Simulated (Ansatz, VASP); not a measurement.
# One calculation of AlNi3, two programs

Contents of INCAR:

```
SYSTEM = AlNi3
PREC = Accurate
ENCUT = 600
EDIFF = 1E-6
ISMEAR = 0
SIGMA = 0.1
LREAL = .False.
LASPH = .True.
NELM = 60
ALGO = Fast
ISIF = 3
LWAVE = .False.
LCHARG = .False.
IBRION = 2
NSW = 80
EDIFFG = -0.01
```

The input KPOINTS:

```
regular mesh
0
Gamma
  14 14 14
  0 0 0
```

Contents of POSCAR:

```
AlNi3
1.0
    0.0000000000      2.8018887551      2.8018887551
    2.8018887551      0.0000000000      2.8018887551
    2.8018887551      2.8018887551      0.0000000000
Al Ni
1 3
Direct
    0.5000000000      0.5000000000      0.5000000000
    0.2500000000      0.2500000000      0.2500000000
    0.0000000000      0.0000000000      0.0000000000
    0.7500000000      0.7500000000      0.7500000000
```

Input for Ansatz:

```yaml
crystal:
  lattice:
    - [0.0, 2.8018887551, 2.8018887551]
    - [2.8018887551, 0.0, 2.8018887551]
    - [2.8018887551, 2.8018887551, 0.0]
  atoms:
    - { symbol: Al, position: [0.5, 0.5, 0.5] }
    - { symbol: Ni, position: [0.25, 0.25, 0.25] }
    - { symbol: Ni, position: [0.0, 0.0, 0.0] }
    - { symbol: Ni, position: [0.75, 0.75, 0.75] }
basis:
  ecutwfc: 420
kpoints:
  mp_grid: { grid: [14, 14, 14] }
hamiltonian:
  xc: lda
scf:
  occupations: { method: gaussian, width: 0.1 }
output:
  forces: true
  stress: true
  eigenvalues: true
relax:
  adjacent_minimum: "off"
  f_tol: 0.01
  max_steps: 60
  cell: { stress_tol: 0.05 }
```

Alike in both runs: task relaxation of cell and atoms; functional LDA; k mesh 14 × 14 × 14; occupations gaussian, width 0.1 eV; no spin polarisation.

```csv
,VASP,Ansatz
version,VASP 6.6.1,Ansatz 0.2.0
potentials or method,"VASP PAW LDA potentials, release 64 (Al, Ni), cutoff 600 eV","scalar-relativistic, plane waves, PAW"
valence electrons in the cell,33,57
```

VASP gave:

```
gap on the k mesh at the Fermi level, each at its own relaxed structure (eV) : none
relaxed volume (Å³/atom)                                                     : 10.61
relaxed length of the cell vector where the two differ most in proportion (Å)              : 3.915
```

Problem. Which values does Ansatz return?

Solution. gap on the k mesh at the Fermi level, each at its own relaxed structure (eV): none; relaxed volume (Å³/atom): 10.60; relaxed length of the cell vector where the two differ most in proportion (Å): 3.915.

LDA's correlation is that of Perdew and Zunger in VASP and of Perdew and Wang (1992) in Ansatz. A gap of «none» marks a metal or a gap that the smearing closes. VASP's potentials hold 33 valence electrons a cell and Ansatz's 57, so a difference there can come from the potentials and not from the codes.
